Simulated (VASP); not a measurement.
HfO2, 3 atoms in the cell. The structure is trigonal, space group R-3m (No. 166). Conventional cell: a = 3.786 Å, b = 3.786 Å, c = 8.220 Å, α = 90.00°, β = 90.00°, γ = 120.00°. Within 2.7 Å of Hf (site symmetry -3m) lie 8 O at 2.05 to 2.29 Å. O (site symmetry 3m) has 4 Hf at 2.05 to 2.29 Å and 6 O at 2.58 Å within 2.7 Å. 

| Property | Result |
| --- | --- |
| Program | VASP 6.6.1 |
| Task | single point |
| Functional | PBE |
| Potentials or basis | VASP PAW PBE potentials, release 64 (Hf_pv, O) |
| Cutoff | 520 eV |
| k mesh | 8 × 8 × 8 |
| Occupations | gaussian, width 0.05 eV |
| Spin | no spin polarisation |
| Dipole correction | no |
| Further INCAR settings | ALGO = Normal; EDIFF = 1e-06; NBANDS = 18 |

Potentials or basis: VASP PAW PBE potentials, release 64 (Hf_pv, O).

The run is started by

```bash
$ cat potpaw_PBE.64/Hf_pv/POTCAR potpaw_PBE.64/O/POTCAR > POTCAR
$ mpirun -np 1 vasp_std > vasp.out
```

Hardware: 1 thread of Intel(R) Xeon(R) Platinum 8488C (Sapphire Rapids), with other jobs on the host.

Q: Estimate the wall time of this run.

A: Wall time 24 s on 1 thread of Intel(R) Xeon(R) Platinum 8488C (Sapphire Rapids), with other jobs on the host, peak memory 0.18 GiB. Counts: scf iterations 14, k points 65.
